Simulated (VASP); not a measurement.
Wanted: the native input for a VASP 6.6.1 run.

```
Task                   : single point
Functional             : PBEsol
Potentials or basis    : VASP PAW PBE potentials, release 64 (Ca_sv, Se)
Cutoff                 : 520 eV
k mesh                 : 6 × 6 × 6
Occupations            : fermi-dirac, width 0.15 eV
Spin                   : no spin polarisation
Dipole correction      : no
Further INCAR settings : ALGO = Normal; EDIFF = 1e-06; NBANDS = 15
```

The structure of CaSe lies in POSCAR:

```
CaSe
1.0
    0.0000000000      2.9560000000      2.9560000000
    2.9560000000      0.0000000000      2.9560000000
    2.9560000000      2.9560000000      0.0000000000
Ca Se
1 1
Direct
    0.0000000000      0.0000000000      0.0000000000
    0.5000000000      0.5000000000      0.5000000000
```

One way to write it, as run:

INCAR

```
SYSTEM = CaSe
ALGO     = Normal         ! electronic algorithm
EDIFF    = 1E-6           ! SCF threshold, eV
ENCUT    = 520            ! plane-wave cutoff, eV
GGA      = PS             ! functional
ISIF     = 2              ! what is computed and relaxed
ISMEAR   = -1             ! smearing method
LASPH    = .TRUE.         ! aspherical terms in the spheres
LCHARG   = .FALSE.        ! write CHGCAR
LREAL    = .FALSE.        ! projectors in reciprocal space
LWAVE    = .FALSE.        ! write WAVECAR
NBANDS   = 15             ! bands
NELM     = 60             ! most SCF steps
PREC     = Accurate       ! precision mode
SIGMA    = 0.15           ! smearing width, eV
```

KPOINTS

```
k-points
0
G
  6 6 6
  0 0 0
```

Potentials or basis: VASP PAW PBE potentials, release 64 (Ca_sv, Se).

The run is started by

```bash
$ cat potpaw_PBE.64/Ca_sv/POTCAR potpaw_PBE.64/Se/POTCAR > POTCAR
$ mpirun -np 1 vasp_std > vasp.out
```

Results of the run:

| Quantity | Value |
| --- | --- |
| Pressure | -0.9 GPa |
| Band gap on the k mesh | 1.92 eV, indirect (least direct gap 2.87 eV) |

Caveat: the PAW data sets were made with another functional, which shifts forces and pressure a little.

Wall time 9 s on 1 thread of Intel(R) Xeon(R) Platinum 8559C (Emerald Rapids) (shared host), peak memory 0.17 GiB.
